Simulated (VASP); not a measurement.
# Ru (Fm-3m) in VASP: further runs

Runs on Ru. Level: PBE. Tasks: single point.

Everything below comes from runs of VASP 6.6.1. Logs are shortened: lines on timing, memory, paths and dates and some standing lists are left out, and cuts for length are marked.

**1. The cell of the first run**

Symmetry: Fm-3m, No. 225, cubic system. The conventional cell has a = 3.837 Å, b = 3.837 Å, c = 3.837 Å, α = 90.00°, β = 90.00°, γ = 90.00°. Within 3.6 Å of Ru (site symmetry m-3m) lie 12 Ru at 2.71 Å.

This isn't the form of Ru at room conditions, which is hcp.

**2. Single point, PBE**

The input, INCAR:

```
PREC     = Accurate       # precision mode
ENCUT    = 520            # plane-wave cutoff, eV
EDIFF    = 1E-7           # SCF threshold, eV
ISMEAR   = -1             # smearing method
SIGMA    = 0.06122561905347299 # smearing width, eV
LREAL    = F              # projectors in reciprocal space
LASPH    = T              # aspherical terms in the spheres
NELM     = 80             # most SCF steps
ALGO     = Normal         # electronic algorithm
ISIF     = 2              # what is computed and relaxed
LWAVE    = F              # write WAVECAR
LCHARG   = F              # write CHGCAR
GGA      = PE             # functional
NBANDS   = 13             # bands
```

The input, KPOINTS:

```
regular mesh
0
Gamma
  25 25 25
```

The input, POSCAR:

```
Ru
1.0
    0.0000000000      1.9182818998      1.9182818998
    1.9182818998      0.0000000000      1.9182818998
    1.9182818998      1.9182818998      0.0000000000
Ru
1
Direct
    0.0000000000      0.0000000000      0.0000000000
```

Potentials or basis: VASP PAW PBE potentials, release 64 (Ru_pv).

Launch:

```sh
$ cat potpaw_PBE.64/Ru_pv/POTCAR > POTCAR
$ mpirun -np 1 vasp_std > vasp.out
```

OUTCAR:

```text
PREC = Accurate
   ENCUT = 520
   EDIFF = 1E-7
   ISMEAR = -1
   LREAL = F
   LASPH = T
   NELM = 80
   ISIF = 2
   GGA = PE

 ion  position               nearest neighbor table
   1  0.000  0.000  0.000-

  LATTYP: Found a face centered cubic cell.
 ALAT       =     3.8365637996

  Lattice vectors:

 A1 = (   0.0000000000,   1.9182818998,   1.9182818998)
 A2 = (   1.9182818998,   0.0000000000,   1.9182818998)
 A3 = (   1.9182818998,   1.9182818998,   0.0000000000)

Analysis of symmetry for initial positions (statically):
=====================================================================
 Subroutine PRICEL returns:
 Original cell was already a primitive cell.

 Routine SETGRP: Setting up the symmetry group for a
 face centered cubic supercell.

 Subroutine GETGRP returns: Found 48 space group operations
 (whereof 48 operations were pure point group operations)
 out of a pool of 48 trial point group operations.

The static configuration has the point symmetry O_h .

Analysis of symmetry for dynamics (positions and initial velocities):
=====================================================================
 Subroutine PRICEL returns:
 Original cell was already a primitive cell.

 Routine SETGRP: Setting up the symmetry group for a
 face centered cubic supercell.

 Subroutine GETGRP returns: Found 48 space group operations
 (whereof 48 operations were pure point group operations)
 out of a pool of 48 trial point group operations.

The dynamic configuration has the point symmetry O_h .

 Subroutine INISYM returns: Found 48 space group operations
 (whereof 48 operations are pure point group operations),
 and found     1 'primitive' translations

----------------------------------------------------------------------------------------

                                     Primitive cell

  volume of cell :      14.1178

  direct lattice vectors                    reciprocal lattice vectors
     0.000000000  1.918281900  1.918281900    -0.260649908  0.260649908  0.260649908
     1.918281900  0.000000000  1.918281900     0.260649908 -0.260649908  0.260649908
     1.918281900  1.918281900  0.000000000     0.260649908  0.260649908 -0.260649908

  length of vectors
     2.712860279  2.712860279  2.712860279     0.451458883  0.451458883  0.451458883

  position of ions in fractional coordinates (direct lattice)
     0.000000000  0.000000000  0.000000000

  ion indices of the primitive-cell ions
   primitive index   ion index
                 1           1

----------------------------------------------------------------------------------------

 KPOINTS: regular mesh

Automatic generation of k-mesh.
 Grid dimensions read from file:
 generate k-points for:   25   25   25

 Generating k-lattice:

  Cartesian coordinates                     Fractional coordinates (reciprocal lattice)
    -0.010425996  0.010425996  0.010425996     0.040000000  0.000000000  0.000000000
     0.010425996 -0.010425996  0.010425996     0.000000000  0.040000000  0.000000000
     0.010425996  0.010425996 -0.010425996     0.000000000  0.000000000  0.040000000

  Length of vectors
     0.018058355  0.018058355  0.018058355

  Shift w.r.t. Gamma in fractional coordinates (k-lattice)
     0.000000000  0.000000000  0.000000000

 Subroutine IBZKPT returns following result:
 ===========================================

 Found    455 irreducible k-points:

 Following reciprocal coordinates:
            Coordinates               Weight
  0.000000  0.000000  0.000000      1.000000
  0.040000  0.000000  0.000000      8.000000
  0.080000  0.000000  0.000000      8.000000
  0.120000  0.000000  0.000000      8.000000
  0.160000  0.000000  0.000000      8.000000
  0.200000  0.000000  0.000000      8.000000
[... 16 lines left out ...]
  0.400000  0.040000  0.000000     24.000000
  0.440000  0.040000  0.000000     24.000000
 [... further k-points ...]
   k-points           NKPTS =    455   k-points in BZ     NKDIM =    455   number of bands    NBANDS=     13
   number of dos      NEDOS =    301   number of ions     NIONS =      1
   total plane-waves  NPLWV =   8000
   dimension x,y,z NGX =    20 NGY =   20 NGZ =   20
   dimension x,y,z NGXF=    40 NGYF=   40 NGZF=   40
   ions per type =               1
   NGX,Y,Z   is equivalent  to a cutoff of  12.26, 12.26, 12.26 a.u.
   NGXF,Y,Z  is equivalent  to a cutoff of  24.51, 24.51, 24.51 a.u.
 SYSTEM =  unknown system
   PREC   = accura    normal or accurate (medium, high low for compatibility)
   ISTART =      0    job   : 0-new  1-cont  2-samecut
   ICHARG =      2    charge: 1-file 2-atom 10-const
   ISPIN  =      1    spin polarized calculation?
   LNONCOLLINEAR =      F non collinear calculations
   LSORBIT =      F    spin-orbit coupling
   LASPH  =      T    aspherical Exc in radial PAW
   ENCUT  =  520.0 eV  38.22 Ry    6.18 a.u.   5.04  5.04  5.04*2*pi/ulx,y,z
   NELM   =     80;   NELMIN=  2; NELMDL= -5     # of ELM steps
   EDIFF  = 0.1E-06   stopping-criterion for ELM
   LREAL  =      F    real-space projection
   EDIFFG = 0.1E-05   stopping-criterion for IOM
   NSW    =      0    number of steps for IOM
   IBRION =     -1    ionic relax: 0-MD 1-quasi-New 2-CG
   NFREE  =      0    steps in history (QN), initial steepest desc. (CG)
   ISIF   =      2    stress and relaxation
   ISYM   =      2    0-nonsym 1-usesym 2-fastsym
   POTIM  = 0.5000    time-step for ionic-motion
   TEBEG  =    0.0;   TEEND  =   0.0 temperature during run
   PSTRESS=    0.0 pullay stress
   NELECT =      14.0000    total number of electrons
   NUPDOWN=      -1.0000    fix difference up-down
   EMIN   =  10.00;   EMAX   =-10.00  energy-range for DOS
   EFERMI =   0.00;   METHOD = LEGACY
   ISMEAR =    -1;   SIGMA  =   0.06  broadening in eV -4-tet -1-fermi 0-gaus
   EFERMI_NEDOS =   21; number of points for ismear=-14 and -15
   IALGO  =     38    algorithm
   IMIX   =      4    mixing-type and parameters
     AMIX     =   0.40;   BMIX     =  1.00
     AMIX_MAG =   1.60;   BMIX_MAG =  1.00
  volume/ion in A,a.u.               =      14.12        95.27
  Fermi-wavevector in a.u.,A,eV,Ry     =   1.632532  3.085038 36.261721  2.665161
  Thomas-Fermi vector in A             =   2.724487
   LORBIT       =      0    0 simple, 1 ext, 2 COOP (PROOUT), +10 PAW based schemes
   GGA     = PE    functional components
   LHFCALC =     F    Hartree Fock is set to
   AEXX    =    0.0000 exact exchange contribution
   IVDW    =     0    specifies the selected vdW correction
   LEPSILON=     F    determine dielectric tensor
   LRPA    =     F    only Hartree local field effects (RPA)
 non-spin polarized calculation
  energy-cutoff  :      520.00
  volume of cell :       14.12
 maximum number of plane-waves:       388
   NGX =  9   NGY =  9   NGZ =  9

 number of electron      13.9999996 magnetization

 Free energy of the ion-electron system (eV)
  ---------------------------------------------------
  ext. energy  EPLUGINS =         0.00000000
  ---------------------------------------------------
  free energy    TOTEN  =        -9.12320657 eV

  energy without entropy =       -9.10960338  energy(sigma->0) =       -9.11640497

 E-fermi :  12.0437     XC(G=0): -13.8777

 val. band max:       12.0417922184   @ k =   0.3600   0.2800   0.0000
 cond. band min:      12.0486223034   @ k =  -0.3200   0.4800   0.1600
 fundamental gap:      0.0068300850
 Fermi energy:        12.0436897170

 k-point     1 :       0.0000    0.0000    0.0000
  band No.  band energies     occupation
      1     -30.3685      2.00000
      2     -30.3685      2.00000
      3     -30.3685      2.00000
      4       4.3822      2.00000
      5       9.6230      2.00000
      6       9.6230      2.00000
      7       9.6230      2.00000
      8      11.9277      1.73864
      9      11.9277      1.73864
     10      22.6349      0.00000
     11      27.1386      0.00000
     12      32.6654      0.00000
     13      32.6654      0.00000

 k-point     2 :       0.0400    0.0000    0.0000
  band No.  band energies     occupation
      1     -30.3840      2.00000
      2     -30.3706      2.00000
      3     -30.3706      2.00000
      4       4.4484      2.00000
      5       9.5884      2.00000
      6       9.6508      2.00000
      7       9.6508      2.00000
      8      11.9097      1.79837
      9      11.9097      1.79837
     10      22.6348      0.00000
     11      27.2479      0.00000
     12      32.3057      0.00000
     13      32.7710      0.00000

 k-point     3 :       0.0800    0.0000    0.0000
  band No.  band energies     occupation
      1     -30.4291      2.00000
      2     -30.3765      2.00000
      3     -30.3765      2.00000
      4       4.6428      2.00000
      5       9.4933      2.00000
      6       9.7291      2.00000
      7       9.7291      2.00000
      8      11.8633      1.90013
      9      11.8633      1.90013
     10      22.6347      0.00000
     11      27.5610      0.00000
     12      31.4585      0.00000
     13      33.0831      0.00000
[... 305 lines left out ...]
 k-point    23 :       0.4000    0.0400    0.0000
  band No.  band energies     occupation
      1     -31.1921      2.00000
      2     -30.4900      2.00000
      3     -30.4832      2.00000
      4       6.4348      2.00000
      5       9.5932      2.00000
      6       9.7158      2.00000
      7      11.3366      1.99998
      8      13.3269      0.00000
      9      13.3618      0.00000
     10      22.6323      0.00000
     11      23.4826      0.00000
     12      27.5203      0.00000
     13      33.6227      0.00000

 k-point    24 :       0.4400    0.0400    0.0000
  band No.  band energies     occupation
      1     -31.2539      2.00000
      2     -30.4965      2.00000
      3     -30.4945      2.00000
      4       6.3774      2.00000
      5       9.5103      2.00000
      6       9.6289      2.00000
      7      11.9855      1.44239
      8      13.5786      0.00000
      9      13.7675      0.00000
     10      22.4965      0.00000
     11      22.6521      0.00000
     12      27.1170      0.00000
     13      33.0856      0.00000

 [... further k-points ...]
[... 5 lines left out ...]
  --------------------------------------------------------------------------------------
  -------------------------------------------------------------------------------------
  Total       -0.5287640     -0.5287640     -0.5287640      0.0000000     -0.0000000     -0.0000000
  in kB      -60.0074503    -60.0074503    -60.0074503      0.0000000     -0.0000000     -0.0000000
  external PRESSURE =     -60.0074503 kB  Pullay stress =       0.0000000 kB

 VOLUME and BASIS-vectors are now :
 -----------------------------------------------------------------------------
  energy-cutoff  :      520.00
  volume of cell :       14.12
      direct lattice vectors                 reciprocal lattice vectors
     0.000000000  1.918281900  1.918281900    -0.260649908  0.260649908  0.260649908
     1.918281900  0.000000000  1.918281900     0.260649908 -0.260649908  0.260649908
     1.918281900  1.918281900  0.000000000     0.260649908  0.260649908 -0.260649908

 POSITION                                       TOTAL-FORCE (eV/Angst)
 -----------------------------------------------------------------------------------
      0.00000      0.00000      0.00000        -0.000000     -0.000000     -0.000000
 -----------------------------------------------------------------------------------
    total drift:                                0.000000     -0.000000     -0.000000

  FREE ENERGIE OF THE ION-ELECTRON SYSTEM (eV)
  ---------------------------------------------------
  free  energy   TOTEN  =        -9.1232065669 eV

  energy  without entropy=       -9.1096033791  energy(sigma->0) =       -9.11640497
```

Wall time 2 min (1 thread of Intel Xeon 8259CL, shared host); peak memory 0.19 GiB.

What came out:

```yaml
Free_energy: -9.1232 eV
Pressure: -6.0 GPa
Band_gap_on_the_k_mesh: zero (bands 7 and 8 overlap by 3.36 eV)
```

Caveat: the cell stands under tension.

**3. Single point, PBE**

This run uses another cell than the first one, of 14.39 Å³/atom.

The input, INCAR:

```
PREC = Accurate ; ENCUT = 520
EDIFF = 1E-7 ; ISMEAR = -1
SIGMA = 0.06122561905347299 ; LREAL = F
LASPH = T ; NELM = 100
ALGO = Normal ; ISIF = 2
LWAVE = F ; LCHARG = F
GGA = PE ; NBANDS = 13
```

KPOINTS is that of step 2.

The input, POSCAR:

```
Ru
1.0
    0.0000000000      1.9307386248      1.9307386248
    1.9307386248      0.0000000000      1.9307386248
    1.9307386248      1.9307386248      0.0000000000
Ru
1
Direct
    0.0000000000      0.0000000000      0.0000000000
```

Potentials or basis: VASP PAW PBE potentials, release 64 (Ru_pv).

Launch:

```sh
$ cat potpaw_PBE.64/Ru_pv/POTCAR > POTCAR
$ mpirun -np 1 vasp_std > vasp.out
```

Wall time 1.7 min (1 thread of Intel Xeon 8259CL, shared host); peak memory 0.19 GiB.

The run converged. Its results:

```yaml
Free_energy: -9.1085 eV
Pressure: -11.1 GPa
Band_gap_on_the_k_mesh: zero (bands 7 and 8 overlap by 3.26 eV)
```

Levels at points of the mesh, in eV from the Fermi level:
```csv
k point,band 3,band 4,band 5,band 6,band 7,band 8,band 9,band 10,band 11,band 12
"(0.00, 0.00, 0.00)",-42.41,-7.55,-2.35,-2.35,-2.35,-0.12,-0.12,10.61,15.10,20.52
```

Caveat: the cell stands under tension.

**4. Single point, PBE**

This run uses another cell than the first one, of 14.67 Å³/atom.

The input, INCAR:

```
SYSTEM = Ru
  PREC = Accurate
  ENCUT = 520
  EDIFF = 1E-6
  ISMEAR = -1
  SIGMA = 0.06122561905347299
  LREAL = .FALSE.
  LASPH = .TRUE.
  NELM = 60
  ALGO = Normal
  ISIF = 2
  LWAVE = .FALSE.
  LCHARG = .FALSE.
  GGA = PE
  NBANDS = 13
```

The input, KPOINTS:

```
regular mesh
0
G
  25 25 25
  0 0 0
```

The input, POSCAR:

```
Ru
1.0
    0.0000000000      1.9430366547      1.9430366547
    1.9430366547      0.0000000000      1.9430366547
    1.9430366547      1.9430366547      0.0000000000
Ru
1
Direct
    0.0000000000      0.0000000000      0.0000000000
```

Potentials or basis: VASP PAW PBE potentials, release 64 (Ru_pv).

Launch:

```sh
$ cat potpaw_PBE.64/Ru_pv/POTCAR > POTCAR
$ mpirun -np 1 vasp_std > vasp.out
```

OUTCAR:

```text
SYSTEM = Ru
   PREC = Accurate
   ENCUT = 520
   EDIFF = 1E-6
   ISMEAR = -1
   LREAL = .FALSE.
   LASPH = .TRUE.
   NELM = 60
   ISIF = 2
   GGA = PE

 ion  position               nearest neighbor table
   1  0.000  0.000  0.000-

  LATTYP: Found a face centered cubic cell.
 ALAT       =     3.8860733094

  Lattice vectors:

 A1 = (   0.0000000000,   1.9430366547,   1.9430366547)
 A2 = (   1.9430366547,   0.0000000000,   1.9430366547)
 A3 = (   1.9430366547,   1.9430366547,   0.0000000000)

Analysis of symmetry for initial positions (statically):
[... 554 lines left out ...]
      8      12.8212      0.00000
      9      13.0139      0.00000
     10      21.4071      0.00000
     11      22.0266      0.00000
     12      26.4118      0.00000
     13      32.0271      0.00000

 [... further k-points ...]
[... 5 lines left out ...]
  --------------------------------------------------------------------------------------
  -------------------------------------------------------------------------------------
  Total       -1.4344601     -1.4344601     -1.4344601      0.0000000      0.0000000     -0.0000000
  in kB     -156.6484395   -156.6484395   -156.6484395      0.0000000      0.0000000     -0.0000000
  external PRESSURE =    -156.6484395 kB  Pullay stress =       0.0000000 kB

 VOLUME and BASIS-vectors are now :
 -----------------------------------------------------------------------------
  energy-cutoff  :      520.00
  volume of cell :       14.67
      direct lattice vectors                 reciprocal lattice vectors
     0.000000000  1.943036655  1.943036655    -0.257329165  0.257329165  0.257329165
     1.943036655  0.000000000  1.943036655     0.257329165 -0.257329165  0.257329165
     1.943036655  1.943036655  0.000000000     0.257329165  0.257329165 -0.257329165

 POSITION                                       TOTAL-FORCE (eV/Angst)
 -----------------------------------------------------------------------------------
      0.00000      0.00000      0.00000         0.000000     -0.000000      0.000000
 -----------------------------------------------------------------------------------
    total drift:                                0.000000      0.000000      0.000000

  FREE ENERGIE OF THE ION-ELECTRON SYSTEM (eV)
  ---------------------------------------------------
  free  energy   TOTEN  =        -9.0854758316 eV

  energy  without entropy=       -9.0710091938  energy(sigma->0) =       -9.07824251
```

stdout:

```text
POSCAR found type information on POSCAR Ru
 POSCAR found :  1 types and       1 ions
 scaLAPACK will be used
 LDA part: xc-table for (Slater+PW92), standard interpolation
 POSCAR, INCAR and KPOINTS ok, starting setup
 FFT: planning ... GRIDC
 FFT: planning ... GRID_SOFT
 FFT: planning ... GRID
 WAVECAR not read
 entering main loop
```

It took 96 s on 1 thread of Intel Xeon 8259CL, shared host; peak memory 0.19 GiB.

What came out:

* Free energy: -9.0855 eV
* Pressure: -15.7 GPa
* Band gap on the k mesh: zero (bands 7 and 8 overlap by 3.16 eV)

Caveat: the cell stands under tension.

[end of part 1 of 2]
